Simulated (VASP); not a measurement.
Input of a VASP 6.6.1 run:

Contents of INCAR:

```
SYSTEM = CoO
  PREC = Accurate
  ENCUT = 600
  EDIFF = 1E-6
  ISMEAR = 0
  SIGMA = 0.011
  LREAL = .FALSE.
  LASPH = .TRUE.
  NELM = 200
  ALGO = Normal
  ISIF = 2
  LWAVE = .FALSE.
  LCHARG = .FALSE.
  ISPIN = 2
  MAGMOM = 2 0
  LORBIT = 11
  LMAXMIX = 4
  GGA = PE
  NBANDS = 22
  GGA_COMPAT = .FALSE.
```

The input KPOINTS:

```
regular mesh
0
G
  10 10 10
  0 0 0
```

File POSCAR:

```
CoO
1.0
    1.6022198417      0.9250420569      2.5664708903
   -1.6022198417      0.9250420569      2.5664708903
    0.0000000000     -1.8500841138      2.5664708903
Co O
1 1
Direct
    0.9989783200      0.9989783200      0.9989783200
    0.7510210300      0.7510210300      0.7510210300
```

Potentials or basis: VASP PAW PBE potentials, release 64 (Co_sv, O).

Run with:

```console
$ cat potpaw_PBE.64/Co_sv/POTCAR potpaw_PBE.64/O/POTCAR > POTCAR
$ mpirun -np 1 vasp_std > vasp.out
```

(1) Estimate the site moments.

(2) Predict the net moment.

(3) Estimate the largest force.

(4) What does it give for the pressure?

## Answers

(1) Co +2.32; O +0.29 μB.

(2) 2.77 μB per cell.

(3) 0.279 eV/Å.

(4) -1.9 GPa.

Caveat: a cell with one magnetic atom can't hold antiferromagnetic order, which such compounds often take.
